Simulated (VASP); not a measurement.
# RbH3 (Cmmm) in VASP: notebook

RbH3 is run at these levels: PBE; tasks: single point, relaxation of cell and atoms.

Program: VASP 6.6.1. These are calculated values, not measurements. Logs are shortened: lines on timing, memory, paths and dates and some standing lists are left out, and cuts for length are marked.

**1. The cell of the first run**

The structure is orthorhombic, space group Cmmm (No. 65). Conventional cell: a = 5.226 Å, b = 5.256 Å, c = 4.966 Å, α = 90.00°, β = 90.00°, γ = 90.00°. Within 3.9 Å of Rb (site symmetry mmm) lie 16 H at 2.98 to 3.62 Å and 4 Rb at 3.71 Å. H (site symmetry mm2) has 1 H at 1.05 Å within 1.4 Å. Within 1.4 Å of H (site symmetry mmm) lie 2 H at 1.05 Å.

**2. Single point, PBE**

The input, INCAR:

```
PREC = Accurate
ENCUT = 520
EDIFF = 1E-7
ISMEAR = 0
SIGMA = 0.02
LREAL = F
LASPH = T
NELM = 100
ALGO = Normal
ISIF = 2
LWAVE = F
LCHARG = T
GGA = PE
LELF = T
LVHAR = T
NBANDS = 14
```

The input, KPOINTS:

```
regular mesh
0
Gamma
  8 8 6
```

The input, POSCAR:

```
RbH3
1.0
    2.6129658906     -2.6281198526      0.0000000000
    2.6129658906      2.6281198526      0.0000000000
    0.0000000000      0.0000000000      4.9657113341
Rb H
1 3
Direct
    0.0000000000      0.0000000000      0.0000000000
    0.5000000000      0.5000000000      0.2876473655
    0.5000000000      0.5000000000      0.5000000000
    0.5000000000      0.5000000000      0.7123526345
```

Potentials or basis: VASP PAW PBE potentials, release 64 (Rb_sv, H).

Command:

```
$ cat potpaw_PBE.64/Rb_sv/POTCAR potpaw_PBE.64/H/POTCAR > POTCAR
$ mpirun -np 1 vasp_std > vasp.out
```

OUTCAR:

```text
PREC = Accurate
   ENCUT = 520
   EDIFF = 1E-7
   ISMEAR = 0
   LREAL = F
   LASPH = T
   NELM = 100
   ISIF = 2
   GGA = PE

 ion  position               nearest neighbor table
   1  0.000  0.000  0.000-   2 2.98   4 2.98   2 2.98   4 2.98   2 2.99   4 2.99   2 2.99   4 2.99

   2  0.500  0.500  0.288-   1 2.98   1 2.98   1 2.99   1 2.99
   3  0.500  0.500  0.500-
   4  0.500  0.500  0.712-   1 2.98   1 2.98   1 2.99   1 2.99

  LATTYP: Found a base centered orthorhombic cell.
 ALAT       =     5.2259317812
 B/A-ratio  =     1.0057995254
 C/A-ratio  =     0.9502059235

  Lattice vectors:

 A1 = (   2.6129658906,  -2.6281198526,   0.0000000000)
 A2 = (   2.6129658906,   2.6281198526,   0.0000000000)
 A3 = (   0.0000000000,   0.0000000000,   4.9657113341)

Analysis of symmetry for initial positions (statically):
=====================================================================
 Subroutine PRICEL returns:
 Original cell was already a primitive cell.

 Routine SETGRP: Setting up the symmetry group for a
 base centered orthorhombic supercell.

 Subroutine GETGRP returns: Found  8 space group operations
 (whereof  8 operations were pure point group operations)
 out of a pool of  8 trial point group operations.

The static configuration has the point symmetry D_2h.

Analysis of symmetry for dynamics (positions and initial velocities):
=====================================================================
 Subroutine PRICEL returns:
 Original cell was already a primitive cell.

 Routine SETGRP: Setting up the symmetry group for a
 base centered orthorhombic supercell.

 Subroutine GETGRP returns: Found  8 space group operations
 (whereof  8 operations were pure point group operations)
 out of a pool of  8 trial point group operations.

The dynamic configuration has the point symmetry D_2h.

 Subroutine INISYM returns: Found  8 space group operations
 (whereof  8 operations are pure point group operations),
 and found     1 'primitive' translations

----------------------------------------------------------------------------------------

                                     Primitive cell

  volume of cell :      68.2009

  direct lattice vectors                    reciprocal lattice vectors
     2.612965891 -2.628119853  0.000000000     0.191353435 -0.190250075  0.000000000
     2.612965891  2.628119853  0.000000000     0.191353435  0.190250075  0.000000000
     0.000000000  0.000000000  4.965711334     0.000000000  0.000000000  0.201381017

  length of vectors
     3.706022761  3.706022761  4.965711334     0.269835558  0.269835558  0.201381017

  position of ions in fractional coordinates (direct lattice)
     0.000000000  0.000000000  0.000000000
     0.500000000  0.500000000  0.287647365
     0.500000000  0.500000000  0.500000000
     0.500000000  0.500000000  0.712352635

  ion indices of the primitive-cell ions
   primitive index   ion index
                 1           1
                 2           2
                 3           3
                 4           4

----------------------------------------------------------------------------------------

 KPOINTS: regular mesh

Automatic generation of k-mesh.
 Grid dimensions read from file:
 generate k-points for:    8    8    6

 Generating k-lattice:

  Cartesian coordinates                     Fractional coordinates (reciprocal lattice)
     0.023919179 -0.023781259  0.000000000     0.125000000 -0.000000000  0.000000000
     0.023919179  0.023781259  0.000000000    -0.000000000  0.125000000  0.000000000
     0.000000000  0.000000000  0.033563503     0.000000000  0.000000000  0.166666667

  Length of vectors
     0.033729445  0.033729445  0.033563503

  Shift w.r.t. Gamma in fractional coordinates (k-lattice)
     0.000000000  0.000000000  0.000000000

 Subroutine IBZKPT returns following result:
 ===========================================

 Found     84 irreducible k-points:

 Following reciprocal coordinates:
            Coordinates               Weight
  0.000000  0.000000  0.000000      1.000000
  0.125000 -0.000000  0.000000      4.000000
  0.250000 -0.000000  0.000000      4.000000
  0.375000  0.000000  0.000000      4.000000
  0.500000 -0.000000  0.000000      2.000000
  0.125000  0.125000  0.000000      2.000000
[... 16 lines left out ...]
  0.125000 -0.000000  0.166667      8.000000
  0.250000 -0.000000  0.166667      8.000000
 [... further k-points ...]
   k-points           NKPTS =     84   k-points in BZ     NKDIM =     84   number of bands    NBANDS=     14
   number of dos      NEDOS =    301   number of ions     NIONS =      4
   total plane-waves  NPLWV =  31360
   dimension x,y,z NGX =    28 NGY =   28 NGZ =   40
   dimension x,y,z NGXF=    56 NGYF=   56 NGZF=   80
   ions per type =               1   3
   NGX,Y,Z   is equivalent  to a cutoff of  12.56, 12.56, 13.39 a.u.
   NGXF,Y,Z  is equivalent  to a cutoff of  25.12, 25.12, 26.78 a.u.
 SYSTEM =  unknown system
   PREC   = accura    normal or accurate (medium, high low for compatibility)
   ISTART =      0    job   : 0-new  1-cont  2-samecut
   ICHARG =      2    charge: 1-file 2-atom 10-const
   ISPIN  =      1    spin polarized calculation?
   LNONCOLLINEAR =      F non collinear calculations
   LSORBIT =      F    spin-orbit coupling
   LASPH  =      T    aspherical Exc in radial PAW
   ENCUT  =  520.0 eV  38.22 Ry    6.18 a.u.   6.89  6.89  9.23*2*pi/ulx,y,z
   NELM   =    100;   NELMIN=  2; NELMDL= -5     # of ELM steps
   EDIFF  = 0.1E-06   stopping-criterion for ELM
   LREAL  =      F    real-space projection
   EDIFFG = 0.1E-05   stopping-criterion for IOM
   NSW    =      0    number of steps for IOM
   IBRION =     -1    ionic relax: 0-MD 1-quasi-New 2-CG
   NFREE  =      0    steps in history (QN), initial steepest desc. (CG)
   ISIF   =      2    stress and relaxation
   ISYM   =      2    0-nonsym 1-usesym 2-fastsym
   POTIM  = 0.5000    time-step for ionic-motion
   TEBEG  =    0.0;   TEEND  =   0.0 temperature during run
   PSTRESS=    0.0 pullay stress
   NELECT =      12.0000    total number of electrons
   NUPDOWN=      -1.0000    fix difference up-down
   EMIN   =  10.00;   EMAX   =-10.00  energy-range for DOS
   EFERMI =   0.00;   METHOD = LEGACY
   ISMEAR =     0;   SIGMA  =   0.02  broadening in eV -4-tet -1-fermi 0-gaus
   EFERMI_NEDOS =   21; number of points for ismear=-14 and -15
   IALGO  =     38    algorithm
   IMIX   =      4    mixing-type and parameters
     AMIX     =   0.40;   BMIX     =  1.00
     AMIX_MAG =   1.60;   BMIX_MAG =  1.00
  volume/ion in A,a.u.               =      17.05       115.06
  Fermi-wavevector in a.u.,A,eV,Ry     =   0.917357  1.733554 11.449903  0.841544
  Thomas-Fermi vector in A             =   2.042317
   LORBIT       =      0    0 simple, 1 ext, 2 COOP (PROOUT), +10 PAW based schemes
   GGA     = PE    functional components
   LHFCALC =     F    Hartree Fock is set to
   AEXX    =    0.0000 exact exchange contribution
   IVDW    =     0    specifies the selected vdW correction
   LEPSILON=     F    determine dielectric tensor
   LRPA    =     F    only Hartree local field effects (RPA)
 non-spin polarized calculation
 Gauss-broadening in eV      SIGMA  =   0.02
  energy-cutoff  :      520.00
  volume of cell :       68.20
 maximum number of plane-waves:      1852
   NGX = 13   NGY = 13   NGZ = 19

 number of electron      11.9999999 magnetization

 Free energy of the ion-electron system (eV)
  ---------------------------------------------------
  ext. energy  EPLUGINS =         0.00000000
  ---------------------------------------------------
  free energy    TOTEN  =       -10.83186958 eV

  energy without entropy =      -10.83186958  energy(sigma->0) =      -10.83186958

 E-fermi :  -0.0551     XC(G=0):  -6.8928

 val. band max:       -0.2318585107   @ k =   0.5000   0.5000   0.0000
 cond. band min:       1.5827847195   @ k =   0.5000  -0.0000   0.0000
 fundamental gap:      1.8146432303
 Fermi energy:        -0.0551230835

 k-point     1 :       0.0000    0.0000    0.0000
  band No.  band energies     occupation
      1     -27.7090      2.00000
      2     -11.8471      2.00000
      3     -11.4406      2.00000
      4     -11.4404      2.00000
      5      -7.0774      2.00000
      6      -0.6972      2.00000
      7       1.6136      0.00000
      8       3.9507      0.00000
      9       4.0712      0.00000
     10       7.8245      0.00000
     11       7.8468      0.00000
     12       8.8557      0.00000
     13       8.8657      0.00000
     14       9.4844      0.00000

 k-point     2 :       0.1250   -0.0000    0.0000
  band No.  band energies     occupation
      1     -27.6998      2.00000
      2     -11.8300      2.00000
      3     -11.5746      2.00000
      4     -11.4296      2.00000
      5      -6.9818      2.00000
      6      -0.7313      2.00000
      7       1.8313      0.00000
      8       3.6446      0.00000
      9       4.2774      0.00000
     10       7.6337      0.00000
     11       7.9260      0.00000
     12       8.0692      0.00000
     13       8.8101      0.00000
     14      10.1359      0.00000

 k-point     3 :       0.2500   -0.0000    0.0000
  band No.  band energies     occupation
      1     -27.6774      2.00000
      2     -11.8761      2.00000
      3     -11.7881      2.00000
      4     -11.4031      2.00000
      5      -6.7575      2.00000
      6      -0.8206      2.00000
      7       2.1520      0.00000
      8       3.1938      0.00000
      9       4.8122      0.00000
     10       7.1203      0.00000
     11       7.3613      0.00000
     12       8.1649      0.00000
     13       8.9927      0.00000
     14       9.5614      0.00000
[... 324 lines left out ...]
 k-point    23 :       0.1250   -0.0000    0.1667
  band No.  band energies     occupation
      1     -27.6994      2.00000
      2     -11.8556      2.00000
      3     -11.5716      2.00000
      4     -11.4288      2.00000
      5      -6.8858      2.00000
      6      -1.3547      2.00000
      7       2.7210      0.00000
      8       3.8968      0.00000
      9       4.3624      0.00000
     10       7.1177      0.00000
     11       7.4289      0.00000
     12       8.4067      0.00000
     13       9.3383      0.00000
     14      10.2509      0.00000

 k-point    24 :       0.2500   -0.0000    0.1667
  band No.  band energies     occupation
      1     -27.6770      2.00000
      2     -11.8719      2.00000
      3     -11.8068      2.00000
      4     -11.4024      2.00000
      5      -6.7066      2.00000
      6      -1.2281      2.00000
      7       2.6889      0.00000
      8       3.5438      0.00000
      9       4.8889      0.00000
     10       6.9126      0.00000
     11       7.1528      0.00000
     12       7.9463      0.00000
     13       8.9975      0.00000
     14       9.5190      0.00000

 [... further k-points ...]
[... 5 lines left out ...]
  --------------------------------------------------------------------------------------
  -------------------------------------------------------------------------------------
  Total       -0.0080060     -0.0357411     -0.0421834      0.0000000      0.0000000      0.0000000
  in kB       -0.1880768     -0.8396302     -0.9909736      0.0000000      0.0000000      0.0000000
  external PRESSURE =      -0.6728935 kB  Pullay stress =       0.0000000 kB

 VOLUME and BASIS-vectors are now :
 -----------------------------------------------------------------------------
  energy-cutoff  :      520.00
  volume of cell :       68.20
      direct lattice vectors                 reciprocal lattice vectors
     2.612965891 -2.628119853  0.000000000     0.191353435 -0.190250075  0.000000000
     2.612965891  2.628119853  0.000000000     0.191353435  0.190250075  0.000000000
     0.000000000  0.000000000  4.965711334     0.000000000  0.000000000  0.201381017

 POSITION                                       TOTAL-FORCE (eV/Angst)
 -----------------------------------------------------------------------------------
      0.00000      0.00000      0.00000        -0.000000      0.000000     -0.000000
      2.61297      0.00000      1.42837         0.000000      0.000000      0.012207
      2.61297      0.00000      2.48286        -0.000000     -0.000000     -0.000000
      2.61297      0.00000      3.53734        -0.000000      0.000000     -0.012207
 -----------------------------------------------------------------------------------
    total drift:                                0.000000      0.000000     -0.000000

  FREE ENERGIE OF THE ION-ELECTRON SYSTEM (eV)
  ---------------------------------------------------
  free  energy   TOTEN  =       -10.8318695780 eV

  energy  without entropy=      -10.8318695780  energy(sigma->0) =      -10.83186958
```

It took 31 s on 1 thread of AMD EPYC 9R45 (Zen 5), shared host; peak memory 0.19 GiB.

What came out:

* Free energy: -10.8319 eV
* Pressure: -0.1 GPa
* Largest force: 0.012 eV/Å
* Band gap on the k mesh: 1.81 eV, indirect (least direct gap 2.31 eV)

Forces on the atoms (eV/Å):
```
Rb   0.000  0.000  0.000
H    0.000  0.000  0.012
H    0.000  0.000  0.000
H    0.000  0.000 -0.012
```

A k mesh can miss the band edges.

(Continued in part 2 of 2.)
